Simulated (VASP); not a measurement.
A run of VASP 6.6.1:

The input POSCAR:

```
Si
1.0
    2.5321100000      0.0000000000      0.0000000000
    0.0000000000      2.5321100000      0.0000000000
    0.0000000000      0.0000000000      2.5321100000
Si
1
Direct
    0.5000000000      0.5000000000      0.5000000000
```

The input INCAR.step1:

```
PREC = Accurate ; ENCUT = 520
EDIFF = 1E-5 ; ISMEAR = -1
SIGMA = 0.05 ; LREAL = False
LASPH = True ; NELM = 80
ALGO = Normal ; ISIF = 2
LWAVE = True ; LCHARG = False
GGA = PE ; NBANDS = 8
```

File INCAR.step2:

```
PREC = Accurate ; ENCUT = 520
EDIFF = 1E-6 ; ISMEAR = -1
SIGMA = 0.05 ; LREAL = False
LASPH = True ; NELM = 80
ALGO = Normal ; ISIF = 2
LWAVE = False ; LCHARG = False
GGA = B3 ; LHFCALC = True
AEXX = 0.2 ; AGGAX = 0.72
AGGAC = 0.81 ; ALDAC = 0.19
PRECFOCK = Normal ; ISTART = 1
NBANDS = 8
```

The input KPOINTS:

```
regular mesh
0
Gamma
  5 5 5
```

Potentials or basis: VASP PAW PBE potentials, release 64 (Si).

Run with:

```sh
$ cat potpaw_PBE.64/Si/POTCAR > POTCAR
$ cp INCAR.step1 INCAR
$ mpirun -np 1 vasp_std > vasp.out
$ cp INCAR.step2 INCAR
$ mpirun -np 1 vasp_std > vasp.out
```

Hardware: 1 thread of Intel(R) Xeon(R) 6975P-C (Granite Rapids), with other jobs on the host.

Problem. How long does it take, and how much memory?

Solution. It took 22 s on 1 thread of Intel(R) Xeon(R) 6975P-C (Granite Rapids) (shared host), peak memory 0.12 GiB. Counts: k points 10.
